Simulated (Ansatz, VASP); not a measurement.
# Two plane-wave programs on GaN

```
Ga N
1.0
     3.33900    0.00000    0.00000
    -1.66950    2.89166    0.00000
     0.00000    0.00000    5.42430
Ga N
2 2
Direct
  0.33333 0.66667 0.00000
  0.66667 0.33333 0.50000
  0.33333 0.66667 0.37500
  0.66667 0.33333 0.87500
```

Change from the starting cell: strain +0.050 along x and y, +0.050 along z, atoms carried along.

Alike in both runs: task single point; functional r2SCAN; k mesh 12 × 12 × 6; occupations gaussian, width 0.05 eV; no spin polarisation.

```csv
,VASP,Ansatz
version,VASP 6.6.1,Ansatz 0.2.0
potentials or method,"VASP PAW PBE potentials, release 64 (Ga_d, N), cutoff 520 eV","scalar-relativistic, plane waves, PAW"
valence electrons in the cell,36,36
```

|  | VASP | Ansatz | Ansatz less VASP |
| --- | --- | --- | --- |
| gap on the k mesh at the Fermi level (eV) | 1.36 | 1.36 | +0.001 |
| least direct gap on the mesh (eV) | 1.36 | 1.36 | +0.001 |
| pressure (GPa) | -19.8 | -20.4 | -0.59 |
| traceless stress, the component that is largest in VASP (GPa) | 0.71 | 0.69 | -0.027 |
| rms of the force components (eV/Å) | 0.063 | 0.058 | -0.0046 |

VASP's potentials were made for PBE, not for r2SCAN. Atom by atom the forces differ by 0.005 eV/Å (rms over components). With one functional, cell and mesh, what is left measures potentials, basis and numerics.
